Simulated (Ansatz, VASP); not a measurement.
SnO2: VASP beside Ansatz

The input INCAR:

```
  PREC = Accurate
  ENCUT = 520
  EDIFF = 1E-6
  ISMEAR = 0
  SIGMA = 0.05
  LREAL = F
  LASPH = T
  NELM = 60
  ALGO = Normal
  ISIF = 2
  LWAVE = F
  LCHARG = F
  GGA = PS
  NBANDS = 20
```

KPOINTS

```
regular mesh
0
Gamma
  12 12 12
```

Contents of POSCAR:

```
SnO2
1.0
    1.6195307937      0.9350365397      4.4491903378
   -1.6195307937      0.9350365397      4.4491903378
    0.0000000000     -1.8700730794      4.4491903378
Sn O
1 2
Direct
    0.5000000000      0.5000000000      0.5000000000
    0.2350891156      0.2350891156      0.2350891156
    0.7649108844      0.7649108844      0.7649108844
```

Input for Ansatz:

```yaml
crystal:
  lattice:
    - [1.6195307937, 0.9350365397, 4.4491903378]
    - [-1.6195307937, 0.9350365397, 4.4491903378]
    - [0.0, -1.8700730794, 4.4491903378]
  atoms:
    - { symbol: Sn, position: [0.5, 0.5, 0.5] }
    - { symbol: O, position: [0.2350891156, 0.2350891156, 0.2350891156] }
    - { symbol: O, position: [0.7649108844, 0.7649108844, 0.7649108844] }
basis:
  ecutwfc: 520.0
kpoints:
  mp_grid: { grid: [12, 12, 12] }
hamiltonian:
  xc: pbesol
  pseudopotentials: { kind: paw, azcp: { folder: soft_1 } }
scf:
  occupations: { method: gaussian, width: 0.05 }
output:
  forces: true
  stress: true
  eigenvalues: true
```

Alike in both runs: task single point; functional PBEsol; k mesh 12 × 12 × 12; occupations gaussian, width 0.05 eV; no spin polarisation.

|  | VASP | Ansatz |
| --- | --- | --- |
| version | VASP 6.6.1 | Ansatz 0.2.0 |
| potentials or method | VASP PAW PBE potentials, release 64 (Sn_d, O), cutoff 520 eV | scalar-relativistic, plane waves, PAW |
| valence electrons in the cell | 26 | 26 |

```csv
,VASP,Ansatz,Ansatz less VASP
gap on the k mesh at the Fermi level (eV),1.86,1.88,+0.014
least direct gap on the mesh (eV),2.07,2.07,+0.007
pressure (GPa),4.0,3.2,-0.78
"traceless stress, the component that is largest in VASP (GPa)",1.68,2.25,+0.563
rms of the force components (eV/Å),0.462,0.433,-0.0288
```

VASP's potentials were made for PBE, not for PBEsol, and Ansatz warns of the same on its side. Atom by atom the forces differ by 0.029 eV/Å (rms over components). With one functional, cell and mesh, what is left measures potentials, basis and numerics.
